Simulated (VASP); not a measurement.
HfS2, 27 atoms in the cell. Symmetry: P-3m1, No. 164, trigonal system. The conventional cell has a = 3.606 Å, b = 3.606 Å, c = 5.770 Å, α = 90.00°, β = 90.00°, γ = 120.00°. Within 3.4 Å of Hf (site symmetry -3m) lie 6 S at 2.54 Å. S (site symmetry 3m) has 3 Hf at 2.54 Å and 12 S at 3.54 to 3.61 Å within 3.7 Å. 

| Item | Value |
| --- | --- |
| Program | VASP 6.6.1 |
| Task | single point |
| Functional | PBE |
| Dispersion | D3(BJ) |
| Potentials or basis | VASP PAW PBE potentials, release 64 (Hf_pv, S) |
| Cutoff | 500 eV |
| k mesh | 2 × 2 × 2, shifted |
| Occupations | gaussian, width 0.01 eV |
| Spin | no spin polarisation |
| Dipole correction | no |
| Further INCAR settings | ALGO = Normal; EDIFF = 1e-06; NBANDS = 118 |

Potentials or basis: VASP PAW PBE potentials, release 64 (Hf_pv, S).

Launch:

```console
$ cat potpaw_PBE.64/Hf_pv/POTCAR potpaw_PBE.64/S/POTCAR > POTCAR
$ mpirun -np 1 vasp_std > vasp.out
```

Hardware: 1 thread of Intel(R) Xeon(R) Platinum 8259CL CPU @ 2.50GHz (Skylake/Cascade Lake), on a shared host.

Question: How long does it take, and how much memory?

Answer: It took 6.8 min on 1 thread of Intel(R) Xeon(R) Platinum 8259CL CPU @ 2.50GHz (Skylake/Cascade Lake), on a shared host, peak memory 0.62 GiB. Counts: scf iterations 15, k points 2.
